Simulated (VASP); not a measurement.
Crystal: Mg3ZnS4.

```
Mg Zn S
1.0
     3.67739    0.00000    0.00000
     0.00000    3.67739    0.00000
     0.00000    0.00000   10.39717
Mg Zn S
3 1 4
Direct
  0.00000 0.00000 0.75271
  0.00000 0.00000 0.24729
  0.50000 0.50000 0.50000
  0.50000 0.50000 0.00000
  0.00000 0.00000 0.00000
  0.50000 0.50000 0.24635
  0.00000 0.00000 0.50000
  0.50000 0.50000 0.75365
```

Base run:

| Quantity | Value |
| --- | --- |
| Program | VASP 6.6.1 |
| Functional | PBEsol |
| Potentials or basis | VASP PAW PBE potentials, release 64 (Mg, Zn, S) |
| Cutoff | 520 eV |
| k mesh | 8 × 8 × 4 |
| Occupations | gaussian, width 0.02 eV |
| Spin | no spin polarisation |

Its results: band gap on the k mesh 0.95 eV (least direct gap 1.52 eV); pressure -2.7 GPa; largest force 0.073 eV/Å.

Problem. The run is repeated on the same cell with these changes: functional from PBEsol to PBE; further incar settings from ALGO = Normal; EDIFF = 1e-07; NBANDS = 31 to ALGO = Normal; EDIFF = 1e-06; NBANDS = 31. What comes out?

Solution. Band gap on the k mesh 1.02 eV (least direct gap 1.61 eV); pressure -0.2 GPa; largest force 0.019 eV/Å.

Caveats: the PAW data sets were made with another functional, which shifts forces and pressure a little (at least some runs).

A k mesh can miss the band edges.
